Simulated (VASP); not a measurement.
# InP: single point with PBE+D3(BJ)

InP, a slab with vacuum:

```
CELL_PARAMETERS angstrom
8.33479 0.00000 0.00000
0.00000 5.89359 0.00000
0.00000 0.00000 23.25110
ATOMIC_POSITIONS crystal
In 0.25000 0.50000 0.36557
In 0.75000 0.50000 0.36557
In 0.50000 0.00000 0.45519
In 0.00000 0.00000 0.45519
In 0.75000 0.50347 0.54935
In 0.25000 0.50347 0.54935
In 0.00000 0.93836 0.61814
In 0.50000 0.93836 0.61814
P 0.50000 0.25000 0.36557
P 0.00000 0.25000 0.36557
P 0.75000 0.75000 0.45519
P 0.25000 0.75000 0.45519
P 0.00000 0.25485 0.54552
P 0.50000 0.25485 0.54552
P 0.25000 0.72185 0.64519
P 0.75000 0.72185 0.64519
```

```json
{
 "Program": "VASP 6.6.1",
 "Task": "single point",
 "Functional": "PBE",
 "Dispersion": "D3(BJ)",
 "Potentials or basis": "VASP PAW PBE potentials, release 64 (In_d, P)",
 "Cutoff": "520 eV",
 "k mesh": "4 × 5 × 1",
 "Occupations": "gaussian, width 0.05 eV",
 "Spin": "no spin polarisation"
}
```

```
Largest force              : 1.456 eV/Å
Band gap on the k mesh     : 0.74 eV
Dispersion energy per atom : -0.220 eV
```

Forces in eV/Å, atoms in the order of the input:
```
In   0.000 -0.977  1.080
In   0.000 -0.977  1.080
In   0.000  0.373  0.062
In   0.000  0.373  0.062
In   0.000  0.022 -0.013
In   0.000  0.022 -0.013
In   0.000 -0.016  0.012
In   0.000 -0.016  0.012
P    0.000  0.241 -1.134
P    0.000  0.241 -1.134
P    0.000  0.351 -0.015
P    0.000  0.351 -0.015
P    0.000 -0.001  0.007
P    0.000 -0.001  0.007
P    0.000  0.006  0.000
P    0.000  0.006  0.000
```

Levels at points of the mesh, in eV from the valence-band top:
```tsv
k point	band 68	band 69	band 70	band 71	band 72	band 73	band 74	band 75	band 76	band 77
(0.00, 0.00, 0.00)	-0.79	-0.35	-0.17	-0.16	0.00	0.74	1.01	1.40	1.89	2.11
(0.50, 0.00, 0.00)	-1.25	-0.75	-0.75	-0.16	-0.16	1.09	1.09	2.13	2.13	2.57
```

Wall time 62 min on 1 thread of Oxide Virtual Turin-like Processor, with other jobs on the host, peak memory 1.3 GiB.

Caveat: semilocal functionals underestimate gaps, and a narrow one can read as zero; spin-orbit coupling is left out, which moves the levels of the heavy elements.
